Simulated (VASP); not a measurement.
# Cd (Im-3m) in VASP: notebook, part 2 of 2

VASP 6.6.1.

**4. Relaxation of cell and atoms, PBE, target pressure 0.046 GPa, at which the enthalpy is minimised**

This run uses another cell than the first one, of 22.80 Å³/atom.

INCAR

```
SYSTEM = Cd
PREC = Accurate ; ENCUT = 600
EDIFF = 1E-6 ; ISMEAR = -1
SIGMA = 0.08 ; LREAL = .FALSE.
LASPH = .TRUE. ; NELM = 60
ALGO = Normal ; ISIF = 3
LWAVE = .FALSE. ; LCHARG = .FALSE.
GGA = PE ; IBRION = 2
NSW = 60 ; EDIFFG = -0.005
PSTRESS = 0.45999999999999996
```

KPOINTS

```
regular mesh
0
G
  15 15 15
  0 0 0
```

POSCAR

```
Cd
1.0
   -1.7864399810      1.7864399810      1.7864399810
    1.7864399810     -1.7864399810      1.7864399810
    1.7864399810      1.7864399810     -1.7864399810
Cd
1
Direct
    0.0000000000      0.0000000000      0.0000000000
```

Potentials or basis: VASP PAW PBE potentials, release 64 (Cd).

Run with:

```sh
> cat potpaw_PBE.64/Cd/POTCAR > POTCAR
> mpirun -np 1 vasp_std > vasp.out
```

OUTCAR:

```text
SYSTEM = Cd
   PREC = Accurate
   ENCUT = 600
   EDIFF = 1E-6
   ISMEAR = -1
   LREAL = .FALSE.
   LASPH = .TRUE.
   NELM = 60
   ISIF = 3
   GGA = PE
   IBRION = 2
   NSW = 60
   EDIFFG = -0.005
   PSTRESS = 0.45999999999999996

 ion  position               nearest neighbor table
   1  0.000  0.000  0.000-

  LATTYP: Found a body centered cubic cell.
 ALAT       =     3.5728799620

  Lattice vectors:

 A1 = (  -1.7864399810,   1.7864399810,   1.7864399810)
 A2 = (   1.7864399810,  -1.7864399810,   1.7864399810)
 A3 = (   1.7864399810,   1.7864399810,  -1.7864399810)

Analysis of symmetry for initial positions (statically):
=====================================================================
 Subroutine PRICEL returns:
 Original cell was already a primitive cell.

[... 249 lines left out ...]

  energy without entropy =       -0.68398325  energy(sigma->0) =       -0.68846739

 E-fermi :   2.3533     XC(G=0): -10.5992

 val. band max:        2.3500889040   @ k =  -0.4667  -0.4667   0.2000
 cond. band min:       2.3780794579   @ k =  -0.4667  -0.4667   0.2000
 fundamental gap:      0.0279905538
 Fermi energy:         2.3532856350

 k-point     1 :       0.0000    0.0000    0.0000
  band No.  band energies     occupation
      1      -6.6947      2.00000
      2      -6.6947      2.00000
      3      -6.6947      2.00000
      4      -6.1354      2.00000
      5      -6.1354      2.00000
      6      -5.9241      2.00000
      7      17.5699      0.00000
      8      17.5699      0.00000
      9      17.5699      0.00000
     10      17.7660      0.00000
[... 287 lines left out ...]
 k-point    24 :       0.4000    0.2000    0.0000
  band No.  band energies     occupation
      1      -6.9537      2.00000
      2      -6.7666      2.00000
      3      -6.2652      2.00000
      4      -6.1624      2.00000
      5      -5.9518      2.00000
      6       1.6273      1.99977
      7       1.8536      1.99613
      8       6.8331      0.00000
      9      11.4680      0.00000
     10      17.2045      0.00000

 [... further k-points ...]
[... 5 lines left out ...]
  --------------------------------------------------------------------------------------
  -------------------------------------------------------------------------------------
  Total        0.0087702      0.0087702      0.0087702     -0.0000000     -0.0000000     -0.0000000
  in kB        0.5977382      0.5977382      0.5977382     -0.0000000     -0.0000000     -0.0000000
  external PRESSURE =       0.1377382 kB  Pullay stress =       0.4600000 kB
[... 20 lines left out ...]
  energy  without entropy=       -0.6839832530  energy(sigma->0) =       -0.68846739

  enthalpy is  TOTEN    =        -0.6862022412 eV   P V=        0.0067492876

 reached required accuracy - stopping structural energy minimisation
```

OSZICAR:

```text
N       E                     dE             d eps       ncg     rms          rms(c)
DAV:   1     0.733238255375E+02    0.73324E+02   -0.77068E+03  2512   0.133E+03
DAV:   2     0.459416130582E+00   -0.72864E+02   -0.69588E+02  2470   0.273E+02
DAV:   3    -0.728638833465E+00   -0.11881E+01   -0.11875E+01  2730   0.418E+01
[... 19 lines left out ...]
DAV:   1    -0.698996385301E+00   -0.61941E-02   -0.12244E-01  2572   0.518E+00    0.582E-01
DAV:   2    -0.693404515721E+00    0.55919E-02   -0.16993E-02  2562   0.191E+00    0.172E-01
DAV:   3    -0.693025878803E+00    0.37864E-03   -0.92949E-04  2626   0.396E-01    0.143E-01
DAV:   4    -0.692951608064E+00    0.74271E-04   -0.58862E-05  2530   0.800E-02    0.790E-03
DAV:   5    -0.692951528820E+00    0.79243E-07   -0.14364E-06  1796   0.129E-02
   3 F= -.68620224E+00 E0= -.68171810E+00  d E =-.250519E-02
```

CONTCAR:

```text
Cd
   1.00000000000000
    -1.8046108518029227    1.8046108518029227    1.8046108518029227
     1.8046108518029227   -1.8046108518029227    1.8046108518029227
     1.8046108518029227    1.8046108518029227   -1.8046108518029227
  Cd
     1
Direct
     0.0000000000000000    0.0000000000000000    0.0000000000000000

  0.00000000E+00  0.00000000E+00  0.00000000E+00
```

It took 27 s on 1 thread of Intel Xeon 6975P-C (Granite Rapids), shared host; peak memory 0.18 GiB.

What came out:

* Free energy: -0.6930 eV
* Relaxed volume: 23.51 Å³/atom
* Relaxed cell: a = 3.126 Å, b = 3.126 Å, c = 3.126 Å, α = 109.47°, β = 109.47°, γ = 109.47°
* Space group after relaxing (to 0.1 Å): Im-3m (No. 229)
* Energy change on relaxing (the run minimises the enthalpy): -2.7 meV/atom
* Ionic steps: 3
* Pressure after relaxing: 0.1 GPa
* Band gap on the k mesh: zero (bands 6 and 7 overlap by 3.66 eV)

Step by step:
```tsv
step	energy change (eV)	largest force (eV/Å)	pressure (GPa)	volume (Å³)
1	0.0000	0.0000	1.22	22.80
2	-0.0026	0.0000	0.27	23.36
3	-0.0027	0.0000	0.06	23.51
```

Final structure:
```
CELL_PARAMETERS angstrom
-1.80461 1.80461 1.80461
1.80461 -1.80461 1.80461
1.80461 1.80461 -1.80461
ATOMIC_POSITIONS crystal
Cd 0.00000 0.00000 0.00000
```

Caveat: the cell is relaxed towards a set pressure, so the run minimises the enthalpy, not the energy.

**5. Relaxation of cell and atoms, PBE, target pressure 0.046 GPa, at which the enthalpy is minimised**

INCAR

```
  ALGO = Normal
  EDIFF = 1E-6
  EDIFFG = -0.005
  ENCUT = 600
  GGA = PE
  IBRION = 2
  ISIF = 3
  ISMEAR = -1
  LASPH = T
  LCHARG = F
  LREAL = F
  LWAVE = F
  NELM = 80
  NSW = 32
  PREC = Accurate
  PSTRESS = 0.45999999999999996
  SIGMA = 0.08
```

KPOINTS

```
k-points
0
Gamma
  15 15 15
```

POSCAR

```
Cd
1.0
   -1.8025628197      1.8025628197      1.8025628197
    1.8025628197     -1.8025628197      1.8025628197
    1.8025628197      1.8025628197     -1.8025628197
Cd
1
Direct
    0.0000000000      0.0000000000      0.0000000000
```

Run with:

```sh
> cat potpaw_PBE.64/Cd/POTCAR > POTCAR
> mpirun -np 1 vasp_std > vasp.out
```

Wall time 19 s (1 thread of Intel Xeon 6975P-C (Granite Rapids), shared host); peak memory 0.18 GiB.

It converged, with:

| Quantity | Value |
| --- | --- |
| Free energy | -0.6933 eV |
| Relaxed volume | 23.49 Å³/atom |
| Relaxed cell | a = 3.125 Å, b = 3.125 Å, c = 3.125 Å, α = 109.47°, β = 109.47°, γ = 109.47° |
| Space group after relaxing (to 0.1 Å) | Im-3m (No. 229) |
| Energy change on relaxing (the run minimises the enthalpy) | -0.0 meV/atom |
| Ionic steps | 2 |
| Pressure after relaxing | 0.1 GPa |
| Band gap on the k mesh | zero (bands 6 and 7 overlap by 3.65 eV) |

Final structure:
```
CELL_PARAMETERS angstrom
-1.80407 1.80407 1.80407
1.80407 -1.80407 1.80407
1.80407 1.80407 -1.80407
ATOMIC_POSITIONS crystal
Cd 0.00000 0.00000 0.00000
```

Levels at points of the mesh, in eV from the Fermi level:
| k point | band 3 | band 4 | band 5 | band 6 | band 7 | band 8 | band 9 | band 10 |
| --- | --- | --- | --- | --- | --- | --- | --- | --- |
| (0.00, 0.00, 0.00) | -9.05 | -8.49 | -8.49 | -8.28 | 15.22 | 15.22 | 15.22 | 15.42 |

Caveat: the cell is relaxed towards a set pressure, so the run minimises the enthalpy, not the energy.

**6. Summary**

| task | cell | cutoff (eV) | gap on the mesh (eV) | pressure (GPa) |
| --- | --- | --- | --- | --- |
| single point | a = 3.122 Å, angles 109.5°, 1 atom | 520 | none | 0.3 |
| relaxation of cell and atoms | relaxed to 0.046 GPa from a = 3.094 Å, angles 109.5°, 1 atom | 600 | none | 0.1 |
| relaxation of cell and atoms | relaxed to 0.046 GPa from a = 3.122 Å, angles 109.5°, 1 atom | 600 | none | 0.1 |

Alike in all rows: level PBE; potentials or basis VASP PAW PBE potentials, release 64 (Cd); no spin polarisation; k mesh 15 × 15 × 15; smearing fermi-dirac 0.08 eV.

Caveats: the cell is relaxed towards a set pressure, so the run minimises the enthalpy, not the energy (at least some runs).

Absolute energies hang on the potentials; compare differences alone.
